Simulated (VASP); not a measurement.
Here is a VASP 6.6.1 calculation.

Contents of INCAR:

```
SYSTEM = B2O
  PREC = Accurate
  ENCUT = 600
  EDIFF = 1E-7
  ISMEAR = 0
  SIGMA = 0.1
  LREAL = .FALSE.
  LASPH = .TRUE.
  NELM = 60
  ALGO = Normal
  ISIF = 3
  LWAVE = .FALSE.
  LCHARG = .FALSE.
  GGA = PE
  IVDW = 12
  IBRION = 2
  NSW = 100
  EDIFFG = -0.005
```

The input KPOINTS:

```
regular mesh
0
G
  18 18 4
  0 0 0
```

The input POSCAR:

```
B2O
1.0
    2.5441024192      0.0000000000      0.0000000000
   -1.2720512096      2.2032573248      0.0000000000
    0.0000000000      0.0000000000      9.5912374046
B O
4 2
Direct
    0.0000000000      0.0000000000      0.4090752927
    0.0000000000      0.0000000000      0.5909247073
    0.6666666667      0.3333333333      0.0296473846
    0.3333333333      0.6666666667      0.9703526154
    0.6666666667      0.3333333333      0.3512087741
    0.3333333333      0.6666666667      0.6487912259
```

Potentials or basis: VASP PAW PBE potentials, release 64 (B, O).

Launch:

```sh
$ cat potpaw_PBE.64/B/POTCAR potpaw_PBE.64/O/POTCAR > POTCAR
$ mpirun -np 1 vasp_std > vasp.out
```

Question: Estimate the relaxed cell.

Answer: a = 2.548 Å, b = 2.548 Å, c = 9.581 Å, α = 90.00°, β = 90.00°, γ = 120.00°.

Question: Predict the dispersion energy per atom.

Answer: -0.134 eV.

Question: What does it give for the relaxed volume?

Answer: 8.98 Å³/atom.

Final structure:
```cif
data_structure
_symmetry_space_group_name_H-M 'P 1'
_symmetry_Int_Tables_number 1
_cell_length_a 2.5479
_cell_length_b 2.5479
_cell_length_c 9.5813
_cell_angle_alpha 90.000
_cell_angle_beta 90.000
_cell_angle_gamma 120.000
_cell_volume 53.87
loop_
_atom_site_label
_atom_site_type_symbol
_atom_site_fract_x
_atom_site_fract_y
_atom_site_fract_z
_atom_site_occupancy
B1 B 0.00000 0.00000 0.40903 1
B2 B 0.00000 0.00000 0.59097 1
B3 B 0.66667 0.33333 0.02945 1
B4 B 0.33333 0.66667 0.97055 1
O1 O 0.66667 0.33333 0.35132 1
O2 O 0.33333 0.66667 0.64868 1
```
